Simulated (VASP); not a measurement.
Runs of VASP 6.6.1 on C. The structure is that of space group Fd-3m (No. 227), or close to it. The cells are those of the table. 

```tsv
task	cell	k mesh for the DOS	occupations for the DOS	gap on the mesh (eV)	pressure (GPa)
single point	a = 2.539 Å, angles 60.0°, 2 atoms	-	-	(b)	-19.7
electric field gradients	a = 2.530 Å, angles 60.0°, 2 atoms	-	-	4.08	-15.8
single point	a = 2.488 Å, angles 60.0°, 2 atoms	-	-	4.20	7.0
electric field gradients	a = 2.514 Å, angles 60.0°, 2 atoms	-	-	4.12	-7.3
single point	a = 2.572 Å, angles 60.0°, 2 atoms	-	-	3.96	-33.8
single point	a = 2.471 Å, angles 60.0°, 2 atoms	-	-	(c)	(a)
electric field gradients	a = 2.555 Å, angles 60.0°, 2 atoms	-	-	4.01	-27.1
single point	a = 2.555 Å, angles 60.0°, 2 atoms	-	-	4.01	-27.1
single point	a = 2.505 Å, angles 60.0°, 2 atoms	-	-	4.15	(d)
single point	a = 2.530 Å, angles 60.0°, 2 atoms	-	-	4.08	-15.8
```

Alike in all rows: level LDA; potentials or basis VASP PAW LDA potentials, release 64 (C); no spin polarisation; k mesh 16 × 16 × 16; cutoff (eV) 520; smearing fermi-dirac 0.03 eV.

**Question.** Estimate the missing entries.

**Answer.** (a) 17.8; (b) 4.05; (c) 4.25; (d) -2.8.

A k mesh can miss the band edges.
